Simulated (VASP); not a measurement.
Set up this calculation in VASP 6.6.1, as the native input.

```yaml
Task: single point
Functional: PBEsol
Potentials_or_basis: VASP PAW PBE potentials, release 64 (Pt)
Cutoff: 520 eV
k_mesh: 12 × 12 × 6
Occupations: fermi-dirac, width 0.1 eV
Spin: no spin polarisation
Dipole_correction: no
Further_INCAR_settings: ALGO = Normal; EDIFF = 1e-07; NBANDS = 17
```

The structure of Pt lies in POSCAR:

```
Pt
1.0
    2.7233551290      0.0000000000      0.0000000000
   -1.3616775645      2.3584948363      0.0000000000
    0.0000000000      0.0000000000      4.7273674930
Pt
2
Direct
    0.6666666667      0.3333333333      0.7500000000
    0.3333333333      0.6666666667      0.2500000000
```

One way to write it, as run:

INCAR

```
SYSTEM = Pt
PREC = Accurate
ENCUT = 520
EDIFF = 1E-7
ISMEAR = -1
SIGMA = 0.1
LREAL = .FALSE.
LASPH = .TRUE.
NELM = 100
ALGO = Normal
ISIF = 2
LWAVE = .FALSE.
LCHARG = .FALSE.
GGA = PS
NBANDS = 17
```

KPOINTS

```
Automatic mesh
0
G
  12 12 6
  0 0 0
```

Potentials or basis: VASP PAW PBE potentials, release 64 (Pt).

Launch:

```console
$ cat potpaw_PBE.64/Pt/POTCAR > POTCAR
$ mpirun -np 1 vasp_std > vasp.out
```

Results of the run:

```
Pressure               : -0.6 GPa
Band gap on the k mesh : zero (band 10 reaches 11.49 eV, above the bottom of band 11 at 10.10 eV)
```

Caveat: the PAW data sets were made with another functional, which shifts forces and pressure a little; spin-orbit coupling is left out, which moves the levels of the heavy elements.

It took 13 s on 1 thread of Intel(R) Xeon(R) 6975P-C (Granite Rapids) (shared host), peak memory 0.16 GiB.
